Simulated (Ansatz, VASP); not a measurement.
## AlAs: VASP beside Ansatz

```xyz
2
Lattice="0.0000 2.8642 2.8642 2.8642 0.0000 2.8642 2.8642 2.8642 0.0000" Properties=species:S:1:pos:R:3 pbc="T T T"
Al    0.0000    0.0000    0.0000
As    1.4321    1.4321    1.4321
```

Alike in both runs: functional PBE; k mesh 8 × 8 × 8; occupations gaussian, width 0.02 eV; no spin polarisation.

Ansatz relaxed the structure, and its values are those at the end. VASP's run is a single point on that final structure, the one shown.

|  | VASP | Ansatz |
| --- | --- | --- |
| version | VASP 6.6.1 | Ansatz 0.2.0 |
| potentials or method | VASP PAW PBE potentials, release 64 (Al, As), cutoff 500 eV | scalar-relativistic, plane waves, PAW |
| valence electrons in the cell | 8 | 18 |

```csv
,VASP,Ansatz,Ansatz less VASP
gap on the k mesh at the Fermi level (eV),1.49,1.50,+0.009
least direct gap on the mesh (eV),1.78,1.78,-0.005
pressure (GPa),0.2,0.0,-0.16
```

VASP's potentials hold 8 valence electrons a cell and Ansatz's 18, so a difference there can come from the potentials and not from the codes.
